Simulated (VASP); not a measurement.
# TePb (I4/mmm) in VASP: further runs

Runs on TePb. Level: PBE. Tasks: single point.

Everything below comes from runs of VASP 6.6.1. Logs are shortened: lines on timing, memory, paths and dates and some standing lists are left out, and cuts for length are marked.

### 1 The cell of the first run

It takes space group I4/mmm (No. 139, tetragonal). The conventional cell has a = 3.987 Å, b = 3.987 Å, c = 8.457 Å, α = 90.00°, β = 90.00°, γ = 90.00°. Within 3.7 Å of Te (site symmetry 4/mmm) lie 4 Pb at 2.82 Å. Within 3.7 Å of Pb (site symmetry 4/mmm) lie 4 Te at 2.82 Å.

### 2 Single point, PBE

INCAR reads:

```
SYSTEM = TePb
PREC = Accurate
ENCUT = 520
EDIFF = 1E-6
ISMEAR = 0
SIGMA = 0.05
LREAL = .FALSE.
LASPH = .TRUE.
NELM = 80
ALGO = Normal
ISIF = 2
LWAVE = .FALSE.
LCHARG = .TRUE.
GGA = PE
LELF = .TRUE.
LVHAR = .TRUE.
NBANDS = 17
```

KPOINTS reads:

```
regular mesh
0
G
  8 8 8
  0 0 0
```

POSCAR reads:

```
TePb
1.0
    0.0000000000      2.8190441597      4.2285662396
    2.8190441597      0.0000000000      4.2285662396
    2.8190441597      2.8190441597      0.0000000000
Te Pb
1 1
Direct
    0.5000000000      0.5000000000      0.5000000000
    0.0000000000      0.0000000000      0.0000000000
```

Potentials or basis: VASP PAW PBE potentials, release 64 (Te, Pb_d).

The run is started by

```console
$ cat potpaw_PBE.64/Te/POTCAR potpaw_PBE.64/Pb_d/POTCAR > POTCAR
$ mpirun -np 1 vasp_std > vasp.out
```

OUTCAR:

```text
SYSTEM = TePb
   PREC = Accurate
   ENCUT = 520
   EDIFF = 1E-6
   ISMEAR = 0
   LREAL = .FALSE.
   LASPH = .TRUE.
   NELM = 80
   ISIF = 2
   GGA = PE

 ion  position               nearest neighbor table
   1  0.500  0.500  0.500-   2 2.82   2 2.82   2 2.82   2 2.82
   2  0.000  0.000  0.000-   1 2.82   1 2.82   1 2.82   1 2.82

  LATTYP: Found a body centered tetragonal cell.
 ALAT       =     3.9867304836
 C/A-ratio  =     2.1213203436

  Lattice vectors:

 A1 = (  -2.8190441597,   0.0000000000,   4.2285662396)
 A2 = (   2.8190441597,   0.0000000000,   4.2285662396)
 A3 = (   0.0000000000,   2.8190441597,  -4.2285662396)

Analysis of symmetry for initial positions (statically):
=====================================================================
 Subroutine PRICEL returns:
 Original cell was already a primitive cell.

 Routine SETGRP: Setting up the symmetry group for a
 body centered tetragonal supercell.

 Subroutine GETGRP returns: Found 16 space group operations
 (whereof 16 operations were pure point group operations)
 out of a pool of 16 trial point group operations.

The static configuration has the point symmetry D_4h.

Analysis of symmetry for dynamics (positions and initial velocities):
=====================================================================
 Subroutine PRICEL returns:
 Original cell was already a primitive cell.

 Routine SETGRP: Setting up the symmetry group for a
 body centered tetragonal supercell.

 Subroutine GETGRP returns: Found 16 space group operations
 (whereof 16 operations were pure point group operations)
 out of a pool of 16 trial point group operations.

The dynamic configuration has the point symmetry D_4h.

 Subroutine INISYM returns: Found 16 space group operations
 (whereof 16 operations are pure point group operations),
 and found     1 'primitive' translations

----------------------------------------------------------------------------------------

                                     Primitive cell

  volume of cell :      67.2089

  direct lattice vectors                    reciprocal lattice vectors
     0.000000000  2.819044160  4.228566240    -0.177365083  0.177365083  0.118243388
     2.819044160  0.000000000  4.228566240     0.177365083 -0.177365083  0.118243388
     2.819044160  2.819044160  0.000000000     0.177365083  0.177365083 -0.118243388

  length of vectors
     5.082104133  5.082104133  3.986730484     0.277305326  0.277305326  0.277305326

  position of ions in fractional coordinates (direct lattice)
     0.500000000  0.500000000  0.500000000
     0.000000000  0.000000000  0.000000000

  ion indices of the primitive-cell ions
   primitive index   ion index
                 1           1
                 2           2

----------------------------------------------------------------------------------------

 KPOINTS: regular mesh

Automatic generation of k-mesh.
 Grid dimensions read from file:
 generate k-points for:    8    8    8

 Generating k-lattice:

  Cartesian coordinates                     Fractional coordinates (reciprocal lattice)
    -0.022170635  0.022170635  0.014780424     0.125000000 -0.000000000  0.000000000
     0.022170635 -0.022170635  0.014780424    -0.000000000  0.125000000  0.000000000
     0.022170635  0.022170635 -0.014780424     0.000000000  0.000000000  0.125000000

  Length of vectors
     0.034663166  0.034663166  0.034663166

  Shift w.r.t. Gamma in fractional coordinates (k-lattice)
     0.000000000  0.000000000  0.000000000

 Subroutine IBZKPT returns following result:
 ===========================================

 Found     59 irreducible k-points:

 Following reciprocal coordinates:
            Coordinates               Weight
  0.000000  0.000000  0.000000      1.000000
  0.125000 -0.000000  0.000000      8.000000
  0.250000 -0.000000  0.000000      8.000000
  0.375000  0.000000  0.000000      8.000000
  0.500000 -0.000000  0.000000      4.000000
  0.125000  0.125000  0.000000      2.000000
[... 16 lines left out ...]
  0.250000 -0.000000  0.125000     16.000000
  0.375000  0.000000  0.125000     16.000000
 [... further k-points ...]
   k-points           NKPTS =     59   k-points in BZ     NKDIM =     59   number of bands    NBANDS=     17
   number of dos      NEDOS =    301   number of ions     NIONS =      2
   total plane-waves  NPLWV =  48000
   dimension x,y,z NGX =    40 NGY =   40 NGZ =   30
   dimension x,y,z NGXF=    80 NGYF=   80 NGZF=   60
   ions per type =               1   1
   NGX,Y,Z   is equivalent  to a cutoff of  13.08, 13.08, 12.51 a.u.
   NGXF,Y,Z  is equivalent  to a cutoff of  26.17, 26.17, 25.02 a.u.
 SYSTEM =  TePb
   PREC   = accura    normal or accurate (medium, high low for compatibility)
   ISTART =      0    job   : 0-new  1-cont  2-samecut
   ICHARG =      2    charge: 1-file 2-atom 10-const
   ISPIN  =      1    spin polarized calculation?
   LNONCOLLINEAR =      F non collinear calculations
   LSORBIT =      F    spin-orbit coupling
   LASPH  =      T    aspherical Exc in radial PAW
   ENCUT  =  520.0 eV  38.22 Ry    6.18 a.u.   9.45  9.45  7.41*2*pi/ulx,y,z
   NELM   =     80;   NELMIN=  2; NELMDL= -5     # of ELM steps
   EDIFF  = 0.1E-05   stopping-criterion for ELM
   LREAL  =      F    real-space projection
   EDIFFG = 0.1E-04   stopping-criterion for IOM
   NSW    =      0    number of steps for IOM
   IBRION =     -1    ionic relax: 0-MD 1-quasi-New 2-CG
   NFREE  =      0    steps in history (QN), initial steepest desc. (CG)
   ISIF   =      2    stress and relaxation
   ISYM   =      2    0-nonsym 1-usesym 2-fastsym
   POTIM  = 0.5000    time-step for ionic-motion
   TEBEG  =    0.0;   TEEND  =   0.0 temperature during run
   PSTRESS=    0.0 pullay stress
   NELECT =      20.0000    total number of electrons
   NUPDOWN=      -1.0000    fix difference up-down
   EMIN   =  10.00;   EMAX   =-10.00  energy-range for DOS
   EFERMI =   0.00;   METHOD = LEGACY
   ISMEAR =     0;   SIGMA  =   0.05  broadening in eV -4-tet -1-fermi 0-gaus
   EFERMI_NEDOS =   21; number of points for ismear=-14 and -15
   IALGO  =     38    algorithm
   IMIX   =      4    mixing-type and parameters
     AMIX     =   0.40;   BMIX     =  1.00
     AMIX_MAG =   1.60;   BMIX_MAG =  1.00
  volume/ion in A,a.u.               =      33.60       226.77
  Fermi-wavevector in a.u.,A,eV,Ry     =   1.092972  2.065418 16.253366  1.194589
  Thomas-Fermi vector in A             =   2.229249
   LORBIT       =      0    0 simple, 1 ext, 2 COOP (PROOUT), +10 PAW based schemes
   GGA     = PE    functional components
   LHFCALC =     F    Hartree Fock is set to
   AEXX    =    0.0000 exact exchange contribution
   IVDW    =     0    specifies the selected vdW correction
   LEPSILON=     F    determine dielectric tensor
   LRPA    =     F    only Hartree local field effects (RPA)
 non-spin polarized calculation
 Gauss-broadening in eV      SIGMA  =   0.05
  energy-cutoff  :      520.00
  volume of cell :       67.21
 maximum number of plane-waves:      1840
 NGX is ok and might be reduce to    40

 number of electron      20.0000002 magnetization

 Free energy of the ion-electron system (eV)
  ---------------------------------------------------
  ext. energy  EPLUGINS =         0.00000000
  ---------------------------------------------------
  free energy    TOTEN  =        -5.66028017 eV

  energy without entropy =       -5.65690902  energy(sigma->0) =       -5.65859460

 E-fermi :   6.4361     XC(G=0):  -9.0973

 val. band max:        6.4322720320   @ k =   0.3750   0.0000   0.0000
 cond. band min:       6.4656767207   @ k =  -0.3750   0.0000   0.1250
 fundamental gap:      0.0334046887
 Fermi energy:         6.4360881284

 k-point     1 :       0.0000    0.0000    0.0000
  band No.  band energies     occupation
      1     -11.1924      2.00000
      2     -11.0638      2.00000
      3     -11.0583      2.00000
      4     -10.9798      2.00000
      5     -10.9798      2.00000
      6      -7.3515      2.00000
[... 9 lines left out ...]
     16      13.0494      0.00000
     17      13.0494      0.00000

 k-point     2 :       0.1250   -0.0000    0.0000
  band No.  band energies     occupation
      1     -11.1751      2.00000
      2     -11.0788      2.00000
      3     -11.0487      2.00000
      4     -10.9846      2.00000
      5     -10.9792      2.00000
      6      -7.2173      2.00000
[... 9 lines left out ...]
     16      12.5323      0.00000
     17      13.2248      0.00000

 k-point     3 :       0.2500   -0.0000    0.0000
  band No.  band energies     occupation
      1     -11.1401      2.00000
      2     -11.1147      2.00000
      3     -11.0197      2.00000
      4     -10.9962      2.00000
      5     -10.9777      2.00000
      6      -6.8179      2.00000
[... 9 lines left out ...]
     16      12.9678      0.00000
     17      13.7221      0.00000

 k-point     4 :       0.3750    0.0000    0.0000
  band No.  band energies     occupation
      1     -11.1501      2.00000
      2     -11.1147      2.00000
      3     -11.0081      2.00000
      4     -10.9821      2.00000
      5     -10.9762      2.00000
      6      -6.2042      2.00000
[... 9 lines left out ...]
     16      14.4858      0.00000
     17      14.8674      0.00000
[... 343 lines left out ...]
      1     -11.1588      2.00000
      2     -11.0950      2.00000
      3     -11.0397      2.00000
      4     -10.9846      2.00000
      5     -10.9837      2.00000
      6      -7.0976      2.00000
[... 9 lines left out ...]
     16      13.4901      0.00000
     17      14.3576      0.00000

 k-point    23 :       0.2500   -0.0000    0.1250
  band No.  band energies     occupation
      1     -11.1465      2.00000
      2     -11.1145      2.00000
      3     -11.0125      2.00000
      4     -10.9956      2.00000
      5     -10.9825      2.00000
      6      -6.7014      2.00000
[... 9 lines left out ...]
     16      13.5764      0.00000
     17      15.1539      0.00000

 k-point    24 :       0.3750    0.0000    0.1250
  band No.  band energies     occupation
      1     -11.1810      2.00000
      2     -11.0964      2.00000
      3     -11.0069      2.00000
      4     -10.9806      2.00000
      5     -10.9767      2.00000
      6      -6.0793      2.00000
[... 9 lines left out ...]
     16      15.0949      0.00000
     17      15.6054      0.00000

 [... further k-points ...]

------------------------ aborting loop because EDIFF is reached ----------------------------------------

  FORCE on cell =-STRESS in cart. coord.  units (eV):
  Direction    XX          YY          ZZ          XY          YZ          ZX
  --------------------------------------------------------------------------------------
  -------------------------------------------------------------------------------------
  Total       10.5886546     10.5886546     -0.8733634      0.0000000      0.0000000     -0.0000000
  in kB      252.4204121    252.4204121    -20.8199009      0.0000000      0.0000000     -0.0000000
  external PRESSURE =     161.3403078 kB  Pullay stress =       0.0000000 kB

 VOLUME and BASIS-vectors are now :
 -----------------------------------------------------------------------------
  energy-cutoff  :      520.00
  volume of cell :       67.21
      direct lattice vectors                 reciprocal lattice vectors
     0.000000000  2.819044160  4.228566240    -0.177365083  0.177365083  0.118243388
     2.819044160  0.000000000  4.228566240     0.177365083 -0.177365083  0.118243388
     2.819044160  2.819044160  0.000000000     0.177365083  0.177365083 -0.118243388

 POSITION                                       TOTAL-FORCE (eV/Angst)
 -----------------------------------------------------------------------------------
      2.81904      2.81904      4.22857         0.000000      0.000000      0.000000
      0.00000      0.00000      0.00000         0.000000      0.000000     -0.000000
 -----------------------------------------------------------------------------------
    total drift:                                0.000000     -0.000000     -0.000000

  FREE ENERGIE OF THE ION-ELECTRON SYSTEM (eV)
  ---------------------------------------------------
  free  energy   TOTEN  =        -5.6602801662 eV

  energy  without entropy=       -5.6569090247  energy(sigma->0) =       -5.65859460
```

Run time: 1.7 min. Hardware: 1 thread of Intel Xeon 8259CL, shared host; peak memory 0.25 GiB.

What came out:

```yaml
Free_energy: -5.6603 eV
Pressure: 16.1 GPa
Band_gap_on_the_k_mesh: zero (bands 10 and 11 overlap by 0.66 eV)
```

Stress tensor (GPa, compression positive):
```
25.24  0.00  0.00
 0.00 25.24  0.00
 0.00  0.00 -2.08
```

Levels at points of the mesh, in eV from the Fermi level:
| k point | band 6 | band 7 | band 8 | band 9 | band 10 | band 11 | band 12 | band 13 | band 14 | band 15 |
| --- | --- | --- | --- | --- | --- | --- | --- | --- | --- | --- |
| (0.00, 0.00, 0.00) | -13.79 | -5.23 | -3.36 | -3.36 | -2.86 | 2.20 | 2.46 | 3.96 | 6.46 | 6.46 |
| (0.50, 0.00, 0.00) | -12.20 | -10.21 | -2.47 | -1.11 | -0.72 | 0.88 | 1.26 | 1.33 | 6.72 | 7.37 |
| (0.50, 0.50, 0.00) | -13.49 | -5.53 | -5.10 | -3.58 | -3.58 | 3.30 | 3.76 | 6.60 | 6.60 | 9.82 |
| (0.50, 0.00, 0.50) | -10.73 | -8.46 | -6.31 | -6.03 | -2.24 | 1.36 | 2.77 | 6.51 | 6.56 | 6.67 |

Caveat: the cell stands under pressure; semilocal functionals underestimate gaps, so a narrow gap can read as zero; spin-orbit coupling is left out, which moves the levels of the heavy elements.

### 3 Single point, PBE

This run uses another cell than the first one, of the same volume but with other edges.

INCAR reads:

```
SYSTEM = TePb
  PREC = Accurate
  ENCUT = 520
  EDIFF = 1E-6
  ISMEAR = 0
  SIGMA = 0.05
  LREAL = .FALSE.
  LASPH = .TRUE.
  NELM = 60
  ALGO = Normal
  ISIF = 2
  LWAVE = .FALSE.
  LCHARG = .TRUE.
  GGA = PE
  LELF = .TRUE.
  LVHAR = .TRUE.
  NBANDS = 17
```

KPOINTS reads:

```
Automatic mesh
0
G
  8 8 8
  0 0 0
```

POSCAR reads:

```
TePb
1.0
    0.0000000000      3.2712109733      3.1403625344
    3.2712109733      0.0000000000      3.1403625344
    3.2712109733      3.2712109733      0.0000000000
Te Pb
1 1
Direct
    0.5000000000      0.5000000000      0.5000000000
    0.0000000000      0.0000000000      0.0000000000
```

Potentials or basis: VASP PAW PBE potentials, release 64 (Te, Pb_d).

The run is started by

```console
$ cat potpaw_PBE.64/Te/POTCAR potpaw_PBE.64/Pb_d/POTCAR > POTCAR
$ mpirun -np 1 vasp_std > vasp.out
```

It took 1.8 min on 1 thread of Intel Xeon 8259CL, shared host; peak memory 0.24 GiB.

It converged, with:

```
Free energy            : -7.4671 eV
Pressure               : 2.5 GPa
Band gap on the k mesh : 0.64 eV
```

Stress tensor (GPa, compression positive):
```
0.66 0.00 0.00
0.00 0.66 0.00
0.00 0.00 6.16
```

Levels at points of the mesh, in eV from the valence-band top:
| k point | band 6 | band 7 | band 8 | band 9 | band 10 | band 11 | band 12 | band 13 | band 14 | band 15 |
| --- | --- | --- | --- | --- | --- | --- | --- | --- | --- | --- |
| (0.00, 0.00, 0.00) | -12.11 | -5.63 | -1.70 | -1.28 | -1.28 | 3.72 | 3.72 | 4.69 | 5.66 | 5.66 |
| (0.50, 0.00, 0.00) | -10.67 | -8.67 | -1.02 | -0.93 | 0.00 | 0.64 | 1.12 | 1.34 | 8.33 | 8.96 |
| (0.50, 0.50, 0.00) | -10.23 | -7.54 | -4.64 | -2.94 | -2.94 | 3.13 | 5.33 | 5.33 | 7.08 | 10.01 |
| (0.50, 0.00, 0.50) | -10.51 | -7.24 | -4.56 | -3.07 | -2.63 | 3.27 | 4.99 | 6.03 | 6.48 | 9.84 |

Caveat: spin-orbit coupling is left out, which moves the levels of the heavy elements. A k mesh can miss the band edges.
